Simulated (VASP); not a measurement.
# WSe2 (Fm-3m) in VASP: further runs

The runs below take WSe2 through single point, with PBEsol.

Program: VASP 6.6.1. These are calculated values, not measurements. Logs are shortened: lines on timing, memory, paths and dates and some standing lists are left out, and cuts for length are marked.

## Step 1: The cell of the first run

It takes space group Fm-3m (No. 225, cubic). Conventional cell: a = 6.185 Å, b = 6.185 Å, c = 6.185 Å, α = 90.00°, β = 90.00°, γ = 90.00°. Within 3.5 Å of W (site symmetry m-3m) lie 8 Se at 2.68 Å. Within 3.5 Å of Se (site symmetry -43m) lie 4 W at 2.68 Å and 6 Se at 3.09 Å.

## Step 2: Single point, PBEsol

Input file INCAR:

```
PREC = Accurate
ENCUT = 520
EDIFF = 1E-6
ISMEAR = -1
SIGMA = 0.02
LREAL = False
LASPH = True
NELM = 80
ALGO = Normal
ISIF = 2
LWAVE = False
LCHARG = True
GGA = PS
LELF = True
LVHAR = True
NBANDS = 20
```

Input file KPOINTS:

```
Automatic mesh
0
Gamma
  6 6 6
```

Input file POSCAR:

```
WSe2
1.0
    0.0000000000      3.0924832564      3.0924832564
    3.0924832564      0.0000000000      3.0924832564
    3.0924832564      3.0924832564      0.0000000000
W Se
1 2
Direct
    0.0000000000      0.0000000000      0.0000000000
    0.2500000000      0.2500000000      0.2500000000
    0.7500000000      0.7500000000      0.7500000000
```

Potentials or basis: VASP PAW PBE potentials, release 64 (W_sv, Se).

Command:

```sh
$ cat potpaw_PBE.64/W_sv/POTCAR potpaw_PBE.64/Se/POTCAR > POTCAR
$ mpirun -np 1 vasp_std > vasp.out
```

OUTCAR:

```text
PREC = Accurate
   ENCUT = 520
   EDIFF = 1E-6
   ISMEAR = -1
   LREAL = False
   LASPH = True
   NELM = 80
   ISIF = 2
   GGA = PS

 ion  position               nearest neighbor table
   1  0.000  0.000  0.000-   2 2.68   3 2.68   3 2.68   3 2.68   3 2.68   2 2.68   2 2.68   2 2.68

   2  0.250  0.250  0.250-   1 2.68   1 2.68   1 2.68   1 2.68
   3  0.750  0.750  0.750-   1 2.68   1 2.68   1 2.68   1 2.68

  LATTYP: Found a face centered cubic cell.
 ALAT       =     6.1849665128

  Lattice vectors:

 A1 = (   0.0000000000,   3.0924832564,   3.0924832564)
 A2 = (   3.0924832564,   0.0000000000,   3.0924832564)
 A3 = (   3.0924832564,   3.0924832564,   0.0000000000)

Analysis of symmetry for initial positions (statically):
=====================================================================
 Subroutine PRICEL returns:
 Original cell was already a primitive cell.

 Routine SETGRP: Setting up the symmetry group for a
 face centered cubic supercell.

 Subroutine GETGRP returns: Found 48 space group operations
 (whereof 48 operations were pure point group operations)
 out of a pool of 48 trial point group operations.

The static configuration has the point symmetry O_h .

Analysis of symmetry for dynamics (positions and initial velocities):
=====================================================================
 Subroutine PRICEL returns:
 Original cell was already a primitive cell.

 Routine SETGRP: Setting up the symmetry group for a
 face centered cubic supercell.

 Subroutine GETGRP returns: Found 48 space group operations
 (whereof 48 operations were pure point group operations)
 out of a pool of 48 trial point group operations.

The dynamic configuration has the point symmetry O_h .

 Subroutine INISYM returns: Found 48 space group operations
 (whereof 48 operations are pure point group operations),
 and found     1 'primitive' translations

----------------------------------------------------------------------------------------

                                     Primitive cell

  volume of cell :      59.1496

  direct lattice vectors                    reciprocal lattice vectors
     0.000000000  3.092483256  3.092483256    -0.161682363  0.161682363  0.161682363
     3.092483256  0.000000000  3.092483256     0.161682363 -0.161682363  0.161682363
     3.092483256  3.092483256  0.000000000     0.161682363  0.161682363 -0.161682363

  length of vectors
     4.373431763  4.373431763  4.373431763     0.280042067  0.280042067  0.280042067

  position of ions in fractional coordinates (direct lattice)
     0.000000000  0.000000000  0.000000000
     0.250000000  0.250000000  0.250000000
     0.750000000  0.750000000  0.750000000

  ion indices of the primitive-cell ions
   primitive index   ion index
                 1           1
                 2           2
                 3           3

----------------------------------------------------------------------------------------

 KPOINTS: Automatic mesh

Automatic generation of k-mesh.
 Grid dimensions read from file:
 generate k-points for:    6    6    6

 Generating k-lattice:

  Cartesian coordinates                     Fractional coordinates (reciprocal lattice)
    -0.026947060  0.026947060  0.026947060     0.166666667  0.000000000  0.000000000
     0.026947060 -0.026947060  0.026947060     0.000000000  0.166666667  0.000000000
     0.026947060  0.026947060 -0.026947060     0.000000000  0.000000000  0.166666667

  Length of vectors
     0.046673678  0.046673678  0.046673678

  Shift w.r.t. Gamma in fractional coordinates (k-lattice)
     0.000000000  0.000000000  0.000000000

 Subroutine IBZKPT returns following result:
 ===========================================

 Found     16 irreducible k-points:

 Following reciprocal coordinates:
            Coordinates               Weight
  0.000000  0.000000  0.000000      1.000000
  0.166667  0.000000  0.000000      8.000000
  0.333333  0.000000  0.000000      8.000000
  0.500000  0.000000  0.000000      4.000000
  0.166667  0.166667  0.000000      6.000000
  0.333333  0.166667  0.000000     24.000000
[... 8 lines left out ...]
 -0.333333  0.333333  0.166667     24.000000
 -0.333333  0.500000  0.166667     12.000000
   k-points           NKPTS =     16   k-points in BZ     NKDIM =     16   number of bands    NBANDS=     20
   number of dos      NEDOS =    301   number of ions     NIONS =      3
   total plane-waves  NPLWV =  46656
   dimension x,y,z NGX =    36 NGY =   36 NGZ =   36
   dimension x,y,z NGXF=    72 NGYF=   72 NGZF=   72
   ions per type =               1   2
   NGX,Y,Z   is equivalent  to a cutoff of  13.68, 13.68, 13.68 a.u.
   NGXF,Y,Z  is equivalent  to a cutoff of  27.37, 27.37, 27.37 a.u.
 SYSTEM =  unknown system
   PREC   = accura    normal or accurate (medium, high low for compatibility)
   ISTART =      0    job   : 0-new  1-cont  2-samecut
   ICHARG =      2    charge: 1-file 2-atom 10-const
   ISPIN  =      1    spin polarized calculation?
   LNONCOLLINEAR =      F non collinear calculations
   LSORBIT =      F    spin-orbit coupling
   LASPH  =      T    aspherical Exc in radial PAW
   ENCUT  =  520.0 eV  38.22 Ry    6.18 a.u.   8.13  8.13  8.13*2*pi/ulx,y,z
   NELM   =     80;   NELMIN=  2; NELMDL= -5     # of ELM steps
   EDIFF  = 0.1E-05   stopping-criterion for ELM
   LREAL  =      F    real-space projection
   EDIFFG = 0.1E-04   stopping-criterion for IOM
   NSW    =      0    number of steps for IOM
   IBRION =     -1    ionic relax: 0-MD 1-quasi-New 2-CG
   NFREE  =      0    steps in history (QN), initial steepest desc. (CG)
   ISIF   =      2    stress and relaxation
   ISYM   =      2    0-nonsym 1-usesym 2-fastsym
   POTIM  = 0.5000    time-step for ionic-motion
   TEBEG  =    0.0;   TEEND  =   0.0 temperature during run
   PSTRESS=    0.0 pullay stress
   NELECT =      26.0000    total number of electrons
   NUPDOWN=      -1.0000    fix difference up-down
   EMIN   =  10.00;   EMAX   =-10.00  energy-range for DOS
   EFERMI =   0.00;   METHOD = LEGACY
   ISMEAR =    -1;   SIGMA  =   0.02  broadening in eV -4-tet -1-fermi 0-gaus
   EFERMI_NEDOS =   21; number of points for ismear=-14 and -15
   IALGO  =     38    algorithm
   IMIX   =      4    mixing-type and parameters
     AMIX     =   0.40;   BMIX     =  1.00
     AMIX_MAG =   1.60;   BMIX_MAG =  1.00
  volume/ion in A,a.u.               =      19.72       133.05
  Fermi-wavevector in a.u.,A,eV,Ry     =   1.244749  2.352235 21.080881  1.549401
  Thomas-Fermi vector in A             =   2.379002
   LORBIT       =      0    0 simple, 1 ext, 2 COOP (PROOUT), +10 PAW based schemes
   GGA     = PS    functional components
   LHFCALC =     F    Hartree Fock is set to
   AEXX    =    0.0000 exact exchange contribution
   IVDW    =     0    specifies the selected vdW correction
   LEPSILON=     F    determine dielectric tensor
   LRPA    =     F    only Hartree local field effects (RPA)
 non-spin polarized calculation
  energy-cutoff  :      520.00
  volume of cell :       59.15
 maximum number of plane-waves:      1639
 NGX is ok and might be reduce to    36
   NGX = 17   NGY = 17   NGZ = 17

 number of electron      26.0000000 magnetization

 Free energy of the ion-electron system (eV)
  ---------------------------------------------------
  ext. energy  EPLUGINS =         0.00000000
  ---------------------------------------------------
  free energy    TOTEN  =       -20.92429394 eV

  energy without entropy =      -20.91679149  energy(sigma->0) =      -20.92054271

 E-fermi :   6.6428     XC(G=0): -11.1404

 val. band max:        6.6261686371   @ k =   0.1667   0.1667   0.0000
 cond. band min:       6.6583477208   @ k =   0.5000   0.1667   0.0000
 fundamental gap:      0.0321790837
 Fermi energy:         6.6428119246

 k-point     1 :       0.0000    0.0000    0.0000
  band No.  band energies     occupation
      1     -67.4997      2.00000
      2     -31.6926      2.00000
      3     -31.6926      2.00000
      4     -31.6926      2.00000
      5      -8.9631      2.00000
      6      -4.6912      2.00000
[... 12 lines left out ...]
     19      11.0819      0.00000
     20      11.0819      0.00000

 k-point     2 :       0.1667    0.0000    0.0000
  band No.  band energies     occupation
      1     -67.4996      2.00000
      2     -31.6967      2.00000
      3     -31.6932      2.00000
      4     -31.6932      2.00000
      5      -8.7028      2.00000
      6      -5.1544      2.00000
[... 12 lines left out ...]
     19      12.3247      0.00000
     20      12.3247      0.00000

 k-point     3 :       0.3333    0.0000    0.0000
  band No.  band energies     occupation
      1     -67.4996      2.00000
      2     -31.7050      2.00000
      3     -31.6945      2.00000
      4     -31.6945      2.00000
      5      -8.0105      2.00000
      6      -6.0524      2.00000
[... 12 lines left out ...]
     19      14.0104      0.00000
     20      14.0104      0.00000

 k-point     4 :       0.5000    0.0000    0.0000
  band No.  band energies     occupation
      1     -67.4994      2.00000
      2     -31.7091      2.00000
      3     -31.6951      2.00000
      4     -31.6951      2.00000
      5      -7.2917      2.00000
      6      -6.8042      2.00000
[... 12 lines left out ...]
     19      13.6402      0.00000
     20      15.2267      0.00000

 k-point     5 :       0.1667    0.1667    0.0000
  band No.  band energies     occupation
      1     -67.4996      2.00000
      2     -31.6969      2.00000
      3     -31.6941      2.00000
      4     -31.6941      2.00000
      5      -8.6177      2.00000
      6      -5.2521      2.00000
[... 12 lines left out ...]
     19      12.2881      0.00000
     20      13.6568      0.00000
[... 169 lines left out ...]
      6      -6.3579      2.00000
[... 12 lines left out ...]
     19      13.9841      0.00000
     20      14.2937      0.00000

 k-point    14 :       0.5000    0.3333    0.1667
  band No.  band energies     occupation
      1     -67.4995      2.00000
      2     -31.7053      2.00000
      3     -31.6994      2.00000
      4     -31.6964      2.00000
      5      -7.5126      2.00000
      6      -6.3256      2.00000
[... 12 lines left out ...]
     19      13.7087      0.00000
     20      15.9602      0.00000

 k-point    15 :      -0.3333    0.3333    0.1667
  band No.  band energies     occupation
      1     -67.4994      2.00000
      2     -31.7057      2.00000
      3     -31.7018      2.00000
      4     -31.6972      2.00000
      5      -6.9339      2.00000
      6      -6.7993      2.00000
[... 12 lines left out ...]
     19      13.3253      0.00000
     20      15.9637      0.00000

 k-point    16 :      -0.3333    0.5000    0.1667
  band No.  band energies     occupation
      1     -67.4994      2.00000
      2     -31.7068      2.00000
      3     -31.7012      2.00000
      4     -31.6985      2.00000
      5      -6.9850      2.00000
      6      -6.5907      2.00000
[... 12 lines left out ...]
     19      13.7532      0.00000
     20      14.6671      0.00000

------------------------ aborting loop because EDIFF is reached ----------------------------------------

  FORCE on cell =-STRESS in cart. coord.  units (eV):
  Direction    XX          YY          ZZ          XY          YZ          ZX
  --------------------------------------------------------------------------------------
  -------------------------------------------------------------------------------------
  Total       -1.1477135     -1.1477135     -1.1477135      0.0000000     -0.0000000     -0.0000000
  in kB      -31.0879449    -31.0879449    -31.0879449      0.0000000     -0.0000000     -0.0000000
  external PRESSURE =     -31.0879449 kB  Pullay stress =       0.0000000 kB

 VOLUME and BASIS-vectors are now :
 -----------------------------------------------------------------------------
  energy-cutoff  :      520.00
  volume of cell :       59.15
      direct lattice vectors                 reciprocal lattice vectors
     0.000000000  3.092483256  3.092483256    -0.161682363  0.161682363  0.161682363
     3.092483256  0.000000000  3.092483256     0.161682363 -0.161682363  0.161682363
     3.092483256  3.092483256  0.000000000     0.161682363  0.161682363 -0.161682363

 POSITION                                       TOTAL-FORCE (eV/Angst)
 -----------------------------------------------------------------------------------
      0.00000      0.00000      0.00000        -0.000000     -0.000000     -0.000000
      1.54624      1.54624      1.54624         0.000000      0.000000      0.000000
      4.63872      4.63872      4.63872        -0.000000     -0.000000     -0.000000
 -----------------------------------------------------------------------------------
    total drift:                               -0.000000      0.000000      0.000000

  FREE ENERGIE OF THE ION-ELECTRON SYSTEM (eV)
  ---------------------------------------------------
  free  energy   TOTEN  =       -20.9242939360 eV

  energy  without entropy=      -20.9167914897  energy(sigma->0) =      -20.92054271
```

Run time: 17 s. Hardware: 1 thread of Intel Xeon 6975P-C, shared host; peak memory 0.2 GiB.

Results:

```yaml
Free_energy: -20.9243 eV
Pressure: -3.1 GPa
Band_gap_on_the_k_mesh: zero (band 13 reaches 6.97 eV, above the bottom of band 14 at 6.25 eV)
```

Levels at points of the mesh, in eV from the Fermi level:
| k point | band 9 | band 10 | band 11 | band 12 | band 13 | band 14 | band 15 | band 16 | band 17 | band 18 |
| --- | --- | --- | --- | --- | --- | --- | --- | --- | --- | --- |
| (0.00, 0.00, 0.00) | -5.79 | -0.84 | -0.84 | -0.39 | -0.39 | -0.39 | 4.11 | 4.29 | 4.29 | 4.29 |
| (0.50, 0.00, 0.00) | -4.36 | -3.07 | -2.96 | -2.96 | -0.39 | -0.39 | 1.53 | 4.20 | 4.20 | 6.58 |
| (0.50, 0.50, 0.00) | -5.11 | -2.28 | -2.28 | -1.22 | 0.09 | 1.35 | 1.63 | 3.79 | 3.79 | 5.10 |

Caveat: the PAW data sets were made with another functional, which shifts forces and pressure a little; spin-orbit coupling is left out, which moves the levels of the heavy elements.

## Step 3: Single point, PBEsol

Input file INCAR:

```
SYSTEM = WSe2
PREC     = Accurate       ! precision mode
ENCUT    = 520            ! plane-wave cutoff, eV
EDIFF    = 1E-7           ! SCF threshold, eV
ISMEAR   = -1             ! smearing method
SIGMA    = 0.02           ! smearing width, eV
LREAL    = .FALSE.        ! projectors in reciprocal space
LASPH    = .TRUE.         ! aspherical terms in the spheres
NELM     = 80             ! most SCF steps
ALGO     = Normal         ! electronic algorithm
ISIF     = 2              ! what is computed and relaxed
LWAVE    = .FALSE.        ! write WAVECAR
LCHARG   = .FALSE.        ! write CHGCAR
GGA      = PS             ! functional
NBANDS   = 20             ! bands
```

Input file KPOINTS:

```
Automatic mesh
0
G
  6 6 6
  0 0 0
```

POSCAR is that of step 2.

Potentials or basis: VASP PAW PBE potentials, release 64 (W_sv, Se).

Command:

```sh
$ cat potpaw_PBE.64/W_sv/POTCAR potpaw_PBE.64/Se/POTCAR > POTCAR
$ mpirun -np 1 vasp_std > vasp.out
```

Wall time 20 s (1 thread of Intel Xeon 6975P-C, shared host); peak memory 0.2 GiB.

The run converged. Its results:

```yaml
Free_energy: -20.9243 eV
Pressure: -3.1 GPa
Band_gap_on_the_k_mesh: zero (band 13 reaches 6.97 eV, above the bottom of band 14 at 6.25 eV)
```

Levels at points of the mesh, in eV from the Fermi level:
| k point | band 9 | band 10 | band 11 | band 12 | band 13 | band 14 | band 15 | band 16 | band 17 | band 18 |
| --- | --- | --- | --- | --- | --- | --- | --- | --- | --- | --- |
| (0.00, 0.00, 0.00) | -5.79 | -0.84 | -0.84 | -0.39 | -0.39 | -0.39 | 4.11 | 4.29 | 4.29 | 4.29 |
| (0.50, 0.00, 0.00) | -4.36 | -3.07 | -2.96 | -2.96 | -0.39 | -0.39 | 1.53 | 4.20 | 4.20 | 6.58 |
| (0.50, 0.50, 0.00) | -5.11 | -2.28 | -2.28 | -1.22 | 0.09 | 1.35 | 1.63 | 3.79 | 3.79 | 5.10 |

Caveat: the PAW data sets were made with another functional, which shifts forces and pressure a little; spin-orbit coupling is left out, which moves the levels of the heavy elements.

## Step 4: Single point, PBEsol

Input file INCAR:

```
PREC     = Accurate       # precision mode
ENCUT    = 520            # plane-wave cutoff, eV
EDIFF    = 1E-7           # SCF threshold, eV
ISMEAR   = -1             # smearing method
SIGMA    = 0.2            # smearing width, eV
LREAL    = F              # projectors in reciprocal space
LASPH    = T              # aspherical terms in the spheres
NELM     = 80             # most SCF steps
ALGO     = Normal         # electronic algorithm
ISIF     = 2              # what is computed and relaxed
LWAVE    = F              # write WAVECAR
LCHARG   = T              # write CHGCAR
GGA      = PS             # functional
LELF     = T              # ELF
LVHAR    = T            
NBANDS   = 20             # bands
```

Input file KPOINTS:

```
Automatic mesh
0
Gamma
  6 6 6
```

POSCAR is that of step 3.

Command:

```sh
$ cat potpaw_PBE.64/W_sv/POTCAR potpaw_PBE.64/Se/POTCAR > POTCAR
$ mpirun -np 1 vasp_std > vasp.out
```

Run time: 22 s. Hardware: 1 thread of Intel Xeon 6975P-C, shared host; peak memory 0.21 GiB.

The run converged. Its results:

- Free energy: -21.1800 eV
- Pressure: -2.7 GPa
- Band gap on the k mesh: zero (band 13 reaches 6.98 eV, above the bottom of band 14 at 6.25 eV)

Levels at points of the mesh, in eV from the Fermi level:
```tsv
k point	band 11	band 12	band 13	band 14	band 15	band 16
(0.00, 0.00, 0.00)	-0.85	-0.44	-0.44	-0.44	4.07	4.26
(0.50, 0.00, 0.00)	-3.00	-3.00	-0.41	-0.41	1.51	4.17
(0.50, 0.50, 0.00)	-2.31	-1.24	0.07	1.30	1.61	3.75
```

Caveat: the PAW data sets were made with another functional, which shifts forces and pressure a little; spin-orbit coupling is left out, which moves the levels of the heavy elements.
